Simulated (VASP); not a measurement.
# Sr (P6/mmm) in VASP: further runs

Sr is run at these levels: PBE; tasks: single point.

All numbers are computed with VASP 6.6.1; they aren't measurements. Logs are shortened: lines on timing, memory, paths and dates and some standing lists are left out, and cuts for length are marked.

**1. The cell of the first run**

Symmetry: P6/mmm, No. 191, hexagonal system. The conventional cell has a = 3.613 Å, b = 3.613 Å, c = 3.308 Å, α = 90.00°, β = 90.00°, γ = 120.00°. Within 4.4 Å of Sr (site symmetry 6/mmm) lie 8 Sr at 3.31 to 3.61 Å.

**2. Single point, PBE (volume scaled by 0.68)**

Contents of INCAR:

```
SYSTEM = Sr
PREC = Accurate ; ENCUT = 520
EDIFF = 1E-7 ; ISMEAR = -1
SIGMA = 0.05 ; LREAL = .FALSE.
LASPH = .TRUE. ; NELM = 60
ALGO = Normal ; ISIF = 2
LWAVE = .FALSE. ; LCHARG = .FALSE.
GGA = PE ; NBANDS = 11
```

Contents of KPOINTS:

```
regular mesh
0
G
  11 11 10
  0 0 0
```

Contents of POSCAR:

```
Sr
1.0
    3.6133892631      0.0000000000      0.0000000000
   -1.8066946315      3.1292868956      0.0000000000
    0.0000000000      0.0000000000      3.3079160919
Sr
1
Direct
    0.0000000000      0.0000000000      0.0000000000
```

Potentials or basis: VASP PAW PBE potentials, release 64 (Sr_sv).

Launch:

```bash
> cat potpaw_PBE.64/Sr_sv/POTCAR > POTCAR
> mpirun -np 1 vasp_std > vasp.out
```

OUTCAR:

```text
SYSTEM = Sr
   PREC = Accurate
   ENCUT = 520
   EDIFF = 1E-7
   ISMEAR = -1
   LREAL = .FALSE.
   LASPH = .TRUE.
   NELM = 60
   ISIF = 2
   GGA = PE

 ion  position               nearest neighbor table
   1  0.000  0.000  0.000-

  LATTYP: Found a hexagonal cell.
 ALAT       =     3.6133892631
 C/A-ratio  =     0.9154607630

  Lattice vectors:

 A1 = (   3.6133892631,   0.0000000000,   0.0000000000)
 A2 = (  -1.8066946315,   3.1292868956,   0.0000000000)
 A3 = (   0.0000000000,   0.0000000000,   3.3079160919)

Analysis of symmetry for initial positions (statically):
=====================================================================
 Subroutine PRICEL returns:
 Original cell was already a primitive cell.

 Routine SETGRP: Setting up the symmetry group for a
 hexagonal supercell.

 Subroutine GETGRP returns: Found 24 space group operations
 (whereof 24 operations were pure point group operations)
 out of a pool of 24 trial point group operations.

The static configuration has the point symmetry D_6h.

Analysis of symmetry for dynamics (positions and initial velocities):
=====================================================================
 Subroutine PRICEL returns:
 Original cell was already a primitive cell.

 Routine SETGRP: Setting up the symmetry group for a
 hexagonal supercell.

 Subroutine GETGRP returns: Found 24 space group operations
 (whereof 24 operations were pure point group operations)
 out of a pool of 24 trial point group operations.

The dynamic configuration has the point symmetry D_6h.

 Subroutine INISYM returns: Found 24 space group operations
 (whereof 24 operations are pure point group operations),
 and found     1 'primitive' translations

----------------------------------------------------------------------------------------

                                     Primitive cell

  volume of cell :      37.4037

  direct lattice vectors                    reciprocal lattice vectors
     3.613389263  0.000000000  0.000000000     0.276748484  0.159780812  0.000000000
    -1.806694632  3.129286896  0.000000000     0.000000000  0.319561623  0.000000000
     0.000000000  0.000000000  3.307916092     0.000000000  0.000000000  0.302305129

  length of vectors
     3.613389263  3.613389263  3.307916092     0.319561623  0.319561623  0.302305129

  position of ions in fractional coordinates (direct lattice)
     0.000000000  0.000000000  0.000000000

  ion indices of the primitive-cell ions
   primitive index   ion index
                 1           1

----------------------------------------------------------------------------------------

 KPOINTS: regular mesh

Automatic generation of k-mesh.
 Grid dimensions read from file:
 generate k-points for:   11   11   10

 Generating k-lattice:

  Cartesian coordinates                     Fractional coordinates (reciprocal lattice)
     0.025158953  0.014525528  0.000000000     0.090909091 -0.000000000  0.000000000
     0.000000000  0.029051057  0.000000000     0.000000000  0.090909091  0.000000000
     0.000000000  0.000000000  0.030230513     0.000000000  0.000000000  0.100000000

  Length of vectors
     0.029051057  0.029051057  0.030230513

  Shift w.r.t. Gamma in fractional coordinates (k-lattice)
     0.000000000  0.000000000  0.000000000

 Subroutine IBZKPT returns following result:
 ===========================================

 Found     96 irreducible k-points:

 Following reciprocal coordinates:
            Coordinates               Weight
  0.000000  0.000000  0.000000      1.000000
  0.090909  0.000000  0.000000      6.000000
  0.181818  0.000000  0.000000      6.000000
  0.272727  0.000000  0.000000      6.000000
  0.363636 -0.000000  0.000000      6.000000
  0.454545 -0.000000  0.000000      6.000000
[... 16 lines left out ...]
  0.090909  0.090909  0.100000     12.000000
  0.181818  0.090909  0.100000     24.000000
 [... further k-points ...]
   k-points           NKPTS =     96   k-points in BZ     NKDIM =     96   number of bands    NBANDS=     11
   number of dos      NEDOS =    301   number of ions     NIONS =      1
   total plane-waves  NPLWV =  21952
   dimension x,y,z NGX =    28 NGY =   28 NGZ =   28
   dimension x,y,z NGXF=    56 NGYF=   56 NGZF=   56
   ions per type =               1
   NGX,Y,Z   is equivalent  to a cutoff of  12.88, 12.88, 14.07 a.u.
   NGXF,Y,Z  is equivalent  to a cutoff of  25.76, 25.76, 28.14 a.u.
 SYSTEM =  Sr
   PREC   = accura    normal or accurate (medium, high low for compatibility)
   ISTART =      0    job   : 0-new  1-cont  2-samecut
   ICHARG =      2    charge: 1-file 2-atom 10-const
   ISPIN  =      1    spin polarized calculation?
   LNONCOLLINEAR =      F non collinear calculations
   LSORBIT =      F    spin-orbit coupling
   LASPH  =      T    aspherical Exc in radial PAW
   ENCUT  =  520.0 eV  38.22 Ry    6.18 a.u.   6.72  6.72  6.15*2*pi/ulx,y,z
   NELM   =     60;   NELMIN=  2; NELMDL= -5     # of ELM steps
   EDIFF  = 0.1E-06   stopping-criterion for ELM
   LREAL  =      F    real-space projection
   EDIFFG = 0.1E-05   stopping-criterion for IOM
   NSW    =      0    number of steps for IOM
   IBRION =     -1    ionic relax: 0-MD 1-quasi-New 2-CG
   NFREE  =      0    steps in history (QN), initial steepest desc. (CG)
   ISIF   =      2    stress and relaxation
   ISYM   =      2    0-nonsym 1-usesym 2-fastsym
   POTIM  = 0.5000    time-step for ionic-motion
   TEBEG  =    0.0;   TEEND  =   0.0 temperature during run
   PSTRESS=    0.0 pullay stress
   NELECT =      10.0000    total number of electrons
   NUPDOWN=      -1.0000    fix difference up-down
   EMIN   =  10.00;   EMAX   =-10.00  energy-range for DOS
   EFERMI =   0.00;   METHOD = LEGACY
   ISMEAR =    -1;   SIGMA  =   0.05  broadening in eV -4-tet -1-fermi 0-gaus
   EFERMI_NEDOS =   21; number of points for ismear=-14 and -15
   IALGO  =     38    algorithm
   IMIX   =      4    mixing-type and parameters
     AMIX     =   0.40;   BMIX     =  1.00
     AMIX_MAG =   1.60;   BMIX_MAG =  1.00
  volume/ion in A,a.u.               =      37.40       252.41
  Fermi-wavevector in a.u.,A,eV,Ry     =   1.054638  1.992976 15.133225  1.112261
  Thomas-Fermi vector in A             =   2.189805
   LORBIT       =      0    0 simple, 1 ext, 2 COOP (PROOUT), +10 PAW based schemes
   GGA     = PE    functional components
   LHFCALC =     F    Hartree Fock is set to
   AEXX    =    0.0000 exact exchange contribution
   IVDW    =     0    specifies the selected vdW correction
   LEPSILON=     F    determine dielectric tensor
   LRPA    =     F    only Hartree local field effects (RPA)
 non-spin polarized calculation
  energy-cutoff  :      520.00
  volume of cell :       37.40
 maximum number of plane-waves:      1026
 NGX is ok and might be reduce to    28
   NGX = 13   NGY = 13   NGZ = 13

 number of electron      10.0000000 magnetization

 Free energy of the ion-electron system (eV)
  ---------------------------------------------------
  ext. energy  EPLUGINS =         0.00000000
  ---------------------------------------------------
  free energy    TOTEN  =        -1.13031375 eV

  energy without entropy =       -1.12630021  energy(sigma->0) =       -1.12830698

 E-fermi :   3.0354     XC(G=0):  -8.6190

 val. band max:        3.0168666715   @ k =   0.3636   0.2727   0.3000
 cond. band min:       3.0582314242   @ k =   0.3636   0.2727   0.0000
 fundamental gap:      0.0413647527
 Fermi energy:         3.0353940213

 k-point     1 :       0.0000    0.0000    0.0000
  band No.  band energies     occupation
      1     -33.1867      2.00000
      2     -14.8599      2.00000
      3     -14.8599      2.00000
      4     -14.7265      2.00000
      5      -0.9304      2.00000
      6       3.6362      0.00001
      7       5.7075      0.00000
      8       5.7075      0.00000
      9      10.0169      0.00000
     10      10.0169      0.00000
     11      11.5107      0.00000

 k-point     2 :       0.0909    0.0000    0.0000
  band No.  band energies     occupation
      1     -33.1803      2.00000
      2     -14.9245      2.00000
      3     -14.8738      2.00000
      4     -14.7200      2.00000
      5      -0.7374      2.00000
      6       3.7210      0.00000
      7       5.3614      0.00000
      8       5.8989      0.00000
      9       9.6023      0.00000
     10       9.9669      0.00000
     11      12.1332      0.00000

 k-point     3 :       0.1818    0.0000    0.0000
  band No.  band energies     occupation
      1     -33.1628      2.00000
      2     -15.0931      2.00000
      3     -14.9106      2.00000
      4     -14.7027      2.00000
      5      -0.2023      2.00000
      6       3.9251      0.00000
      7       4.6823      0.00000
      8       6.4603      0.00000
      9       8.8303      0.00000
     10       9.8370      0.00000
     11      13.3432      0.00000

 k-point     4 :       0.2727    0.0000    0.0000
  band No.  band energies     occupation
      1     -33.1398      2.00000
      2     -15.3049      2.00000
      3     -14.9583      2.00000
      4     -14.6800      2.00000
      5       0.5482      2.00000
      6       3.8452      0.00000
      7       4.3982      0.00000
      8       7.3509      0.00000
      9       8.1221      0.00000
     10       9.6757      0.00000
     11      12.2486      0.00000
[... 239 lines left out ...]
 k-point    22 :       0.4545   -0.0000    0.1000
  band No.  band energies     occupation
      1     -33.0962      2.00000
      2     -15.5837      2.00000
      3     -15.0163      2.00000
      4     -14.7467      2.00000
      5       1.8641      2.00000
      6       3.6035      0.00002
      7       4.4494      0.00000
      8       7.3025      0.00000
      9       8.6964      0.00000
     10       9.7869      0.00000
     11      11.5494      0.00000

 k-point    23 :       0.0909    0.0909    0.1000
  band No.  band energies     occupation
      1     -33.1582      2.00000
      2     -15.0265      2.00000
      3     -14.8934      2.00000
      4     -14.8146      2.00000
      5      -0.1832      2.00000
      6       4.0696      0.00000
      7       4.9261      0.00000
      8       6.3387      0.00000
      9       8.5274      0.00000
     10       9.3607      0.00000
     11      13.2259      0.00000

 k-point    24 :       0.1818    0.0909    0.1000
  band No.  band energies     occupation
      1     -33.1381      2.00000
      2     -15.2049      2.00000
      3     -14.9454      2.00000
      4     -14.7926      2.00000
      5       0.4590      2.00000
      6       4.1845      0.00000
      7       4.4427      0.00000
      8       6.9803      0.00000
      9       7.9327      0.00000
     10       9.1243      0.00000
     11      13.4084      0.00000

 [... further k-points ...]
[... 5 lines left out ...]
  --------------------------------------------------------------------------------------
  -------------------------------------------------------------------------------------
  Total        1.6420546      1.6420546      1.6447643      0.0000000     -0.0000000     -0.0000000
  in kB       70.3369559     70.3369559     70.4530241      0.0000000     -0.0000000     -0.0000000
  external PRESSURE =      70.3756453 kB  Pullay stress =       0.0000000 kB

 VOLUME and BASIS-vectors are now :
 -----------------------------------------------------------------------------
  energy-cutoff  :      520.00
  volume of cell :       37.40
      direct lattice vectors                 reciprocal lattice vectors
     3.613389263  0.000000000  0.000000000     0.276748484  0.159780812  0.000000000
    -1.806694632  3.129286896  0.000000000     0.000000000  0.319561623  0.000000000
     0.000000000  0.000000000  3.307916092     0.000000000  0.000000000  0.302305129

 POSITION                                       TOTAL-FORCE (eV/Angst)
 -----------------------------------------------------------------------------------
      0.00000      0.00000      0.00000         0.000000      0.000000      0.000000
 -----------------------------------------------------------------------------------
    total drift:                               -0.000000     -0.000000     -0.000000

  FREE ENERGIE OF THE ION-ELECTRON SYSTEM (eV)
  ---------------------------------------------------
  free  energy   TOTEN  =        -1.1303137536 eV

  energy  without entropy=       -1.1263002109  energy(sigma->0) =       -1.12830698
```

Run time: 21 s. Hardware: 1 thread of Intel Xeon Platinum 8488C (Sapphire Rapids), shared host; peak memory 0.18 GiB.

Results:

* Free energy: -1.1303 eV
* Pressure: 7.0 GPa
* Band gap on the k mesh: zero (band 5 reaches 3.30 eV, above the bottom of band 6 at 2.86 eV)

Levels at points of the mesh, in eV from the Fermi level:
```tsv
k point	band 1	band 2	band 3	band 4	band 5	band 6	band 7	band 8	band 9	band 10
(0.00, 0.00, 0.00)	-36.22	-17.90	-17.90	-17.76	-3.97	0.60	2.67	2.67	6.98	6.98
(0.00, 0.00, 0.50)	-36.11	-18.80	-17.79	-17.79	-1.08	0.40	3.52	3.52	4.01	4.01
```

**3. Single point, PBE (volume scaled by 0.68)**

Contents of INCAR:

```
  ALGO = Normal
  EDIFF = 1E-6
  ENCUT = 520
  GGA = PE
  ISIF = 2
  ISMEAR = -1
  LASPH = T
  LCHARG = F
  LREAL = F
  LWAVE = F
  NBANDS = 11
  NELM = 80
  PREC = Accurate
  SIGMA = 0.05
```

Contents of KPOINTS:

```
k-points
0
Gamma
  11 11 10
```

POSCAR is that of step 2.

Potentials or basis: VASP PAW PBE potentials, release 64 (Sr_sv).

Launch:

```bash
> cat potpaw_PBE.64/Sr_sv/POTCAR > POTCAR
> mpirun -np 1 vasp_std > vasp.out
```

Wall time 18 s (1 thread of Intel Xeon Platinum 8488C (Sapphire Rapids), shared host); peak memory 0.18 GiB.

Results (log left out):

* Free energy: -1.1303 eV
* Pressure: 7.0 GPa
* Band gap on the k mesh: zero (band 5 reaches 3.30 eV, above the bottom of band 6 at 2.86 eV)

Levels at points of the mesh, in eV from the Fermi level:
```tsv
k point	band 2	band 3	band 4	band 5	band 6	band 7	band 8	band 9
(0.00, 0.00, 0.00)	-17.90	-17.90	-17.76	-3.97	0.60	2.67	2.67	6.98
(0.00, 0.00, 0.50)	-18.80	-17.79	-17.79	-1.08	0.40	3.52	3.52	4.01
```

**4. Single point, PBE (volume scaled by 0.76)**

Contents of INCAR:

```
PREC = Accurate ; ENCUT = 520
EDIFF = 1E-7 ; ISMEAR = -1
SIGMA = 0.05 ; LREAL = False
LASPH = True ; NELM = 80
ALGO = Normal ; ISIF = 2
LWAVE = False ; LCHARG = True
GGA = PE ; LELF = True
LVHAR = True ; NBANDS = 11
```

Contents of KPOINTS:

```
regular mesh
0
Gamma
  11 11 10
```

Contents of POSCAR:

```
Sr
1.0
    3.7467869239      0.0000000000      0.0000000000
   -1.8733934620      3.2448126587      0.0000000000
    0.0000000000      0.0000000000      3.4385130114
Sr
1
Direct
    0.0000000000      0.0000000000      0.0000000000
```

Launch:

```bash
> cat potpaw_PBE.64/Sr_sv/POTCAR > POTCAR
> mpirun -np 1 vasp_std > vasp.out
```

Wall time 25 s (1 thread of Intel Xeon Platinum 8488C (Sapphire Rapids), shared host); peak memory 0.18 GiB.

It converged, with:

```
Free energy            : -1.2804 eV
Pressure               : 4.1 GPa
Band gap on the k mesh : zero (band 5 reaches 2.75 eV, above the bottom of band 6 at 2.34 eV)
```

Levels at points of the mesh, in eV from the Fermi level:
```tsv
k point	band 2	band 3	band 4	band 5	band 6	band 7	band 8	band 9
(0.00, 0.00, 0.00)	-18.09	-18.09	-17.99	-3.86	0.69	2.58	2.58	6.39
(0.00, 0.00, 0.50)	-18.75	-18.02	-18.02	-1.16	0.17	3.33	3.33	3.80
```

**5. Single point, PBE (volume scaled by 0.76)**

Contents of INCAR:

```
SYSTEM = Sr
  PREC = Accurate
  ENCUT = 520
  EDIFF = 1E-6
  ISMEAR = -1
  SIGMA = 0.05
  LREAL = .FALSE.
  LASPH = .TRUE.
  NELM = 60
  ALGO = Normal
  ISIF = 2
  LWAVE = .FALSE.
  LCHARG = .FALSE.
  GGA = PE
  NBANDS = 11
```

Contents of KPOINTS:

```
regular mesh
0
G
  11 11 10
  0 0 0
```

POSCAR is that of step 4.

Launch:

```bash
> cat potpaw_PBE.64/Sr_sv/POTCAR > POTCAR
> mpirun -np 1 vasp_std > vasp.out
```

Run time: 22 s. Hardware: 1 thread of Intel Xeon Platinum 8488C (Sapphire Rapids), shared host; peak memory 0.18 GiB.

Results (log left out):

| Item | Value |
| --- | --- |
| Free energy | -1.2804 eV |
| Pressure | 4.1 GPa |
| Band gap on the k mesh | zero (band 5 reaches 2.75 eV, above the bottom of band 6 at 2.34 eV) |

Levels at points of the mesh, in eV from the Fermi level:
```
           k point  band 1  band 2  band 3  band 4  band 5  band 6  band 7  band 8  band 9  band 10
(0.00, 0.00, 0.00)  -36.33  -18.09  -18.09  -17.99   -3.86    0.69    2.58    2.58    6.39     6.39
(0.00, 0.00, 0.50)  -36.26  -18.75  -18.02  -18.02   -1.16    0.17    3.33    3.33    3.80     3.80
```
